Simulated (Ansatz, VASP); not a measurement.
# One calculation of Nb, two programs

```
CELL_PARAMETERS angstrom
-1.65882 1.65882 1.65882
1.65882 -1.65882 1.65882
1.65882 1.65882 -1.65882
ATOMIC_POSITIONS crystal
Nb 0.00000 0.00000 0.00000
```

Alike in both runs: task single point; functional PBE; k mesh 8 × 8 × 8; occupations gaussian, width 0.1 eV; no spin polarisation.

|  | VASP | Ansatz |
| --- | --- | --- |
| version | VASP 6.6.1 | Ansatz 0.2.0 |
| potentials or method | VASP PAW PBE potentials, release 64 (Nb_sv), cutoff 500 eV | scalar-relativistic, plane waves, PAW |
| valence electrons in the cell | 13 | 13 |

|  | VASP | Ansatz | Ansatz less VASP |
| --- | --- | --- | --- |
| gap on the k mesh at the Fermi level (eV) | none | none | - |
| pressure (GPa) | -1.1 | -0.7 | +0.39 |

A gap of «none» marks a metal or a gap that the smearing closes.
